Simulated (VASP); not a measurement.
# NbMo7S16 in VASP: single point with PBEsol+U

Aim: the single point of NbMo7S16 with PBEsol+U.

Everything below comes from runs of VASP 6.6.1. Logs are shortened: lines on timing, memory, paths and dates and some standing lists are left out, and cuts for length are marked.

## Step 1: The cell of the first run

The typed cell holds 24 atoms: a = 6.338 Å, b = 6.338 Å, c = 12.324 Å, α = 90.00°, β = 90.00°, γ = 120.00°.

## Step 2: Single point, PBEsol+U, collinear spin

Input file INCAR:

```
PREC = Accurate
ENCUT = 500
EDIFF = 1E-6
ISMEAR = 0
SIGMA = 0.05
LREAL = False
LASPH = True
NELM = 200
ALGO = Normal
ISIF = 2
LWAVE = False
LCHARG = False
ISPIN = 2
MAGMOM = 1 0 0 0 0 0 0 0 0 0 0 0 0 0 0 0 0 0 0 0 0 0 0 0
LORBIT = 11
LMAXMIX = 4
LDAU = True
LDAUTYPE = 2
LDAUL = 2 -1 -1
LDAUU = 2 0 0
LDAUJ = 0 0 0
LDAUPRINT = 1
GGA = PS
NBANDS = 126
GGA_COMPAT = False
KPAR = 4
```

Input file KPOINTS:

```
Automatic mesh
0
Gamma
  3 3 2
```

Input file POSCAR:

```
NbMo7S16
1.0
    6.3379961000      0.0000000000      0.0000000000
   -3.1689980000      5.4888656000      0.0000000000
    0.0000000000      0.0000000000     12.3240000000
Nb Mo S
1 7 16
Direct
    0.1665692723      0.3326280205      0.2500082342
    0.1677609770      0.8332239980      0.2500088981
    0.6659727757      0.3314379391      0.2500099668
    0.6659752849      0.8332218550      0.2500096546
    0.3337309524      0.1661954332      0.7499741514
    0.3337233724      0.6662631319      0.7499739066
    0.8336550192      0.1661919007      0.7499737799
    0.8337061658      0.6662166111      0.7499735556
    0.1670369235      0.3328823373      0.6243816583
    0.1670811624      0.8329077560      0.6243734562
    0.6670209447      0.3328438743      0.6243725799
    0.6670133932      0.8329004746      0.6243738852
    0.3358608340      0.1633359526      0.1226984533
    0.3358614997      0.6712096578      0.1226995398
    0.8279856875      0.1633359105      0.1227001287
    0.8332363532      0.6659635887      0.1250931722
    0.1670368678      0.3328826900      0.8755662150
    0.1670818047      0.8329081002      0.8755748519
    0.6670212672      0.3328440864      0.8755752199
    0.6670134326      0.8329007965      0.8755730117
    0.3358589637      0.1633356313      0.3773193466
    0.3358598840      0.6712077552      0.3773180970
    0.8279869414      0.1633363611      0.3773186186
    0.8332360175      0.6659631383      0.3749249967
```

Potentials or basis: VASP PAW PBE potentials, release 64 (Nb_sv, Mo_sv, S).

Started as:

```sh
$ cat potpaw_PBE.64/Nb_sv/POTCAR potpaw_PBE.64/Mo_sv/POTCAR potpaw_PBE.64/S/POTCAR > POTCAR
$ mpirun -np 4 vasp_std > vasp.out
```

OUTCAR:

```text
PREC = Accurate
   ENCUT = 500
   EDIFF = 1E-6
   ISMEAR = 0
   LREAL = False
   LASPH = True
   NELM = 200
   ISIF = 2
   ISPIN = 2
   LORBIT = 11
   GGA = PS

 ion  position               nearest neighbor table
   1  0.167  0.333  0.250-  14 2.43  22 2.43  15 2.43  23 2.43  13 2.43  21 2.43   3 3.17   2 3.17
                             4 3.17   4 3.17   2 3.17   3 3.17
   2  0.168  0.833  0.250-  16 2.40  24 2.40  21 2.40  13 2.40  22 2.40  14 2.40   3 3.16   4 3.16
                             1 3.17   1 3.17   4 3.18   3 3.18
   3  0.666  0.331  0.250-  24 2.40  16 2.40  21 2.40  23 2.40  15 2.40  13 2.40   2 3.16   4 3.16
                             1 3.17   1 3.17   4 3.18   2 3.18
   4  0.666  0.833  0.250-  24 2.40  16 2.40  22 2.40  23 2.40  15 2.40  14 2.40   2 3.16   3 3.16
                             1 3.17   1 3.17   3 3.18   2 3.18
   5  0.334  0.166  0.750-  18 2.40  10 2.40  19 2.40  11 2.40  17 2.40   9 2.40   7 3.17   6 3.17
                             8 3.17   8 3.17   6 3.17   7 3.17
   6  0.334  0.666  0.750-  10 2.40  18 2.40  20 2.40  12 2.40  17 2.40   9 2.40   5 3.17   7 3.17
                             8 3.17   8 3.17   7 3.17   5 3.17
   7  0.834  0.166  0.750-  11 2.40  19 2.40  20 2.40  12 2.40   9 2.40  17 2.40   5 3.17   6 3.17
                             8 3.17   8 3.17   6 3.17   5 3.17
   8  0.834  0.666  0.750-  11 2.40  10 2.40  19 2.40  20 2.40  12 2.40  18 2.40   6 3.17   5 3.17
                             7 3.17   7 3.17   5 3.17   6 3.17
   9  0.167  0.333  0.624-   6 2.40   5 2.40   7 2.40
  10  0.167  0.833  0.624-   6 2.40   5 2.40   8 2.40
  11  0.667  0.333  0.624-   7 2.40   5 2.40   8 2.40
  12  0.667  0.833  0.624-   6 2.40   7 2.40   8 2.40
  13  0.336  0.163  0.123-   2 2.40   3 2.40   1 2.43
  14  0.336  0.671  0.123-   2 2.40   4 2.40   1 2.43
[... 8 lines left out ...]
  23  0.828  0.163  0.377-   4 2.40   3 2.40   1 2.43
  24  0.833  0.666  0.375-   4 2.40   3 2.40   2 2.40

  LATTYP: Found a hexagonal cell.
 ALAT       =     6.3379961000
 C/A-ratio  =     1.9444631719

  Lattice vectors:

 A1 = (   6.3379961000,   0.0000000000,   0.0000000000)
 A2 = (  -3.1689980000,   5.4888656000,   0.0000000000)
 A3 = (   0.0000000000,   0.0000000000,  12.3240000000)

Analysis of symmetry for initial positions (statically):
=====================================================================
 Subroutine PRICEL returns:
 Original cell was already a primitive cell.

 Routine SETGRP: Setting up the symmetry group for a
 hexagonal supercell.

 Subroutine GETGRP returns: Found  1 space group operations
 (whereof  1 operations were pure point group operations)
 out of a pool of 24 trial point group operations.

The static configuration has the point symmetry C_1 .

Analysis of symmetry for dynamics (positions and initial velocities):
=====================================================================
 Subroutine PRICEL returns:
 Original cell was already a primitive cell.

[... 239 lines left out ...]
 cond. band min:       7.0472525550   @ k =   0.3333   0.3333   0.5000
 fundamental gap:      0.1040811622
 Fermi energy:         6.9610678539

 spin component 1

 k-point     1 :       0.0000    0.0000    0.0000
  band No.  band energies     occupation
      1     -54.1203      1.00000
      2     -54.0800      1.00000
      3     -54.0800      1.00000
      4     -54.0794      1.00000
      5     -53.8092      1.00000
      6     -53.7786      1.00000
[... 1169 lines left out ...]
    114       9.1702      0.00000
    115       9.2089      0.00000
 Fermi energy:         6.9610678539

 spin component 2

 k-point     1 :       0.0000    0.0000    0.0000
  band No.  band energies     occupation
      1     -54.1203      1.00000
      2     -54.0800      1.00000
      3     -54.0800      1.00000
      4     -54.0794      1.00000
      5     -53.8091      1.00000
      6     -53.7785      1.00000
[... 1169 lines left out ...]
    114       9.1702      0.00000
    115       9.2089      0.00000
 [bands above 115 left out]

------------------------ aborting loop because EDIFF is reached ----------------------------------------

  FORCE on cell =-STRESS in cart. coord.  units (eV):
  Direction    XX          YY          ZZ          XY          YZ          ZX
  --------------------------------------------------------------------------------------
  -------------------------------------------------------------------------------------
  Total       -0.4364637     -0.4352315      0.0752934     -0.0011876      0.0000659      0.0000817
  in kB       -1.6310694     -1.6264647      0.2813722     -0.0044381      0.0002462      0.0003053
  external PRESSURE =      -0.9920540 kB  Pullay stress =       0.0000000 kB

 VOLUME and BASIS-vectors are now :
 -----------------------------------------------------------------------------
  energy-cutoff  :      500.00
  volume of cell :      428.73
      direct lattice vectors                 reciprocal lattice vectors
     6.337996100  0.000000000  0.000000000     0.157778576  0.091093502  0.000000000
    -3.168998000  5.488865600  0.000000000     0.000000000  0.182187008  0.000000000
     0.000000000  0.000000000 12.324000000     0.000000000  0.000000000  0.081142486

 POSITION                                       TOTAL-FORCE (eV/Angst)
 -----------------------------------------------------------------------------------
      0.00162      1.82575      3.08110         0.000188     -0.000087      0.000096
     -1.57722      4.57345      3.08111        -0.017872     -0.010431      0.000040
      3.17061      1.81922      3.08112         0.000429      0.021036     -0.000185
      1.58047      4.57344      3.08112         0.018173     -0.010183     -0.000098
      1.58851      0.91222      9.24268        -0.000430     -0.000051      0.000005
      0.00375      3.65703      9.24268         0.000161     -0.000436      0.000017
[... 16 lines left out ...]
      4.73017      0.89653      4.65007        -0.042377     -0.024379      0.050737
      3.17061      3.65538      4.62058         0.000274     -0.000012      0.005327
 -----------------------------------------------------------------------------------
    total drift:                                0.000396     -0.000441      0.000009

  FREE ENERGIE OF THE ION-ELECTRON SYSTEM (eV)
  ---------------------------------------------------
  free  energy   TOTEN  =      -185.3223805495 eV

  energy  without entropy=     -185.3122874561  energy(sigma->0) =     -185.31733400

 total charge

# of ion       s       p       d       tot
------------------------------------------
    1        2.177   6.067   2.294  10.538
    2        2.298   6.229   3.973  12.500
    3        2.298   6.229   3.973  12.500
    4        2.298   6.229   3.973  12.501
    5        2.297   6.225   3.975  12.497
    6        2.297   6.225   3.975  12.497
[... 16 lines left out ...]
   23        1.355   2.343   0.000   3.697
   24        1.356   2.323   0.000   3.679
--------------------------------------------------
tot         39.971  86.906  30.112 156.989

 magnetization (x)

# of ion       s       p       d       tot
------------------------------------------
    1        0.000   0.000   0.000   0.000
    2        0.000   0.000   0.000   0.000
    3        0.000   0.000   0.000   0.000
    4        0.000   0.000   0.000   0.000
    5        0.000  -0.000  -0.000  -0.000
    6        0.000   0.000  -0.000  -0.000
[... 16 lines left out ...]
   23       -0.000  -0.000   0.000  -0.000
   24        0.000  -0.000   0.000  -0.000
--------------------------------------------------
tot          0.000  -0.000   0.001   0.001
```

OSZICAR:

```text
N       E                     dE             d eps       ncg     rms          rms(c)
DAV:   1     0.194297278814E+04    0.19430E+04   -0.11156E+05  5488   0.152E+03
DAV:   2    -0.378985407472E+02   -0.19809E+04   -0.19022E+04  6212   0.429E+02
DAV:   3    -0.190661402305E+03   -0.15276E+03   -0.15005E+03  7160   0.115E+02
[... 14 lines left out ...]
DAV:  18    -0.185322370421E+03   -0.15651E-04   -0.17963E-05  6588   0.156E-02    0.126E-02
DAV:  19    -0.185322377464E+03   -0.70428E-05   -0.11957E-05  7040   0.989E-03    0.972E-03
DAV:  20    -0.185322379109E+03   -0.16452E-05   -0.17490E-06  4362   0.417E-03    0.578E-03
DAV:  21    -0.185322380428E+03   -0.13192E-05   -0.13304E-06  4040   0.360E-03    0.260E-03
DAV:  22    -0.185322380549E+03   -0.12156E-06   -0.35322E-07  3226   0.264E-03
   1 F= -.18532238E+03 E0= -.18531733E+03  d E =-.100931E-01  mag=     0.0006
```

stdout:

```text
POSCAR found type information on POSCAR NbMoS
 POSCAR found :  3 types and      24 ions
 scaLAPACK will be used
 -----------------------------------------------------------------------------
|                                                                             |
|                                                                             |
|     You have a (more or less) 'large supercell' and for larger cells it     |
|     might be more efficient to use real-space projection operators.         |
|     Therefore, try LREAL= Auto in the INCAR file.                           |
|     Mind: For very accurate calculation, you might also keep the            |
|     reciprocal projection scheme (i.e. LREAL=.FALSE.).                      |
|                                                                             |
 -----------------------------------------------------------------------------

 -----------------------------------------------------------------------------
|                                                                             |
|                                                                             |
|     You enforced a specific xc type in the INCAR file but a different       |
|     I HOPE YOU KNOW WHAT YOU ARE DOING!                                     |
|                                                                             |
 -----------------------------------------------------------------------------

 LDA part: xc-table for (Slater+PW92), standard interpolation
 POSCAR, INCAR and KPOINTS ok, starting setup
 FFT: planning ... GRIDC
 FFT: planning ... GRID_SOFT
 FFT: planning ... GRID
 WAVECAR not read
 entering main loop
```

It took 10 min on 4 MPI ranks of Intel Xeon Platinum 8488C (Sapphire Rapids), shared host; peak memory 1.1 GiB.

What came out:

```
Free energy                                           : -185.3224 eV
Pressure                                              : -0.1 GPa
Largest force                                         : 0.071 eV/Å
Net moment                                            : 0.00 μB per cell
Valence electrons inside the program's atomic spheres : Nb 10.54; Mo 12.50; S 3.68, 3.70 (each value once)
```

Forces on the atoms (eV/Å):
```
Nb   0.000  0.000  0.000
Mo  -0.018 -0.010  0.000
Mo   0.000  0.021  0.000
Mo   0.018 -0.010  0.000
Mo   0.000  0.000  0.000
Mo   0.000  0.000  0.000
Mo   0.000  0.000  0.000
Mo   0.000  0.000  0.000
S    0.000  0.000  0.001
S    0.000  0.000  0.000
S    0.000  0.000  0.000
S    0.000  0.000  0.000
S    0.043 -0.024 -0.051
S    0.000  0.049 -0.051
S   -0.042 -0.024 -0.051
S    0.000  0.000 -0.005
S    0.000  0.000 -0.001
S    0.000  0.000  0.000
S    0.000  0.000  0.000
S    0.000  0.000  0.000
S    0.043 -0.024  0.051
S    0.000  0.049  0.051
S   -0.042 -0.024  0.051
S    0.000  0.000  0.005
```

Stress tensor (GPa, compression positive):
```
-0.16  0.00  0.00
 0.00 -0.16  0.00
 0.00  0.00  0.03
```

Levels at points of the mesh, in eV from the Fermi level:
Spin up:
```
           k point  band 100  band 101  band 102  band 103  band 104  band 105  band 106  band 107  band 108  band 109
(0.00, 0.00, 0.00)     -0.66     -0.61     -0.61     -0.46      0.65      1.95      1.95      1.95      2.23      2.41
(0.00, 0.00, 0.50)     -0.61     -0.61     -0.56      0.17      0.51      1.95      1.95      1.95      2.23      2.46
```
Spin down:
```
           k point  band 100  band 101  band 102  band 103  band 104  band 105  band 106  band 107  band 108  band 109
(0.00, 0.00, 0.00)     -0.66     -0.61     -0.61     -0.46      0.65      1.95      1.95      1.95      2.23      2.41
(0.00, 0.00, 0.50)     -0.61     -0.61     -0.56      0.17      0.51      1.95      1.95      1.95      2.23      2.46
```

Eigenvalues of the final occupation matrices:
```tsv
site	spin	trace	eigenvalues
site 1 d	1	1.16	0.22 0.23 0.23 0.25 0.25
site 1 d	2	1.16	0.22 0.23 0.23 0.25 0.25
```

Caveat: the k points lie up to 0.38 Å⁻¹ apart; the PAW data sets were made with another functional, which shifts forces and pressure a little.
